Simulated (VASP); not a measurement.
CdH2O2, 5 atoms in the cell. Symmetry: P3m1, No. 156, trigonal system. The conventional cell has a = 3.840 Å, b = 3.840 Å, c = 4.797 Å, α = 90.00°, β = 90.00°, γ = 120.00°. Within 2.9 Å of Cd (site symmetry 3m) lie 3 H at 2.22 Å and 6 O at 2.42 to 2.46 Å. Within 1.4 Å of H (site symmetry 3m) lie 1 O at 1.06 Å. Within 1.4 Å of H (site symmetry 3m) lie 1 O at 1.06 Å. O (site symmetry 3m) has 1 H at 1.06 Å within 1.4 Å. O (site symmetry 3m) has 1 H at 1.06 Å within 1.4 Å.  This cell differs from its parent crystal: strain +0.000 along x and y, +0.080 along z.

- Program: VASP 6.6.1
- Task: single point
- Functional: LDA
- Potentials or basis: VASP PAW LDA potentials, release 64 (Cd, H, O)
- Cutoff: 520 eV
- k mesh: 9 × 9 × 6
- Occupations: gaussian, width 0.05 eV
- Spin: no spin polarisation
- Dipole correction: no
- Further INCAR settings: ALGO = Normal; EDIFF = 1e-06; NBANDS = 21

Potentials or basis: VASP PAW LDA potentials, release 64 (Cd, H, O).

Launch:

```bash
$ cat potpaw_LDA.64/Cd/POTCAR potpaw_LDA.64/H/POTCAR potpaw_LDA.64/O/POTCAR > POTCAR
$ mpirun -np 1 vasp_std > vasp.out
```

Hardware: 1 thread of Intel(R) Xeon(R) Platinum 8259CL CPU @ 2.50GHz (Skylake/Cascade Lake), on a shared host.

Task: How long does it take, and how much memory?

Result: Run time: 62 s on 1 thread of Intel(R) Xeon(R) Platinum 8259CL CPU @ 2.50GHz (Skylake/Cascade Lake), on a shared host, peak memory 0.2 GiB. Counts: scf iterations 14, k points 62.
